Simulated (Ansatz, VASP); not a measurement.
**Sc: VASP beside Ansatz**

```
CELL_PARAMETERS angstrom
0.00000 2.33861 2.20239
2.33861 0.00000 2.20239
2.33861 2.33861 0.00000
ATOMIC_POSITIONS crystal
Sc 0.00000 0.00000 0.00000
```

Change from the starting cell: strain +0.030 along x and y, -0.030 along z, atoms carried along.

Alike in both runs: task single point; functional PBEsol; k mesh 18 × 18 × 18; occupations gaussian, width 0.15 eV; no spin polarisation.

|  | VASP | Ansatz |
| --- | --- | --- |
| version | VASP 6.6.1 | Ansatz 0.2.0 |
| potentials or method | VASP PAW PBE potentials, release 64 (Sc_sv), cutoff 520 eV | scalar-relativistic, plane waves, PAW |
| valence electrons in the cell | 11 | 11 |

|  | VASP | Ansatz | Ansatz less VASP |
| --- | --- | --- | --- |
| gap on the k mesh at the Fermi level (eV) | none | none | - |
| pressure (GPa) | -1.0 | -1.0 | 0.00 |
| traceless stress, the component that is largest in VASP (GPa) | 1.00 | 1.00 | -0.004 |

VASP's potentials were made for PBE, not for PBEsol. A gap of «none» marks a metal or a gap that the smearing closes. With one functional, cell and mesh, what is left measures potentials, basis and numerics.
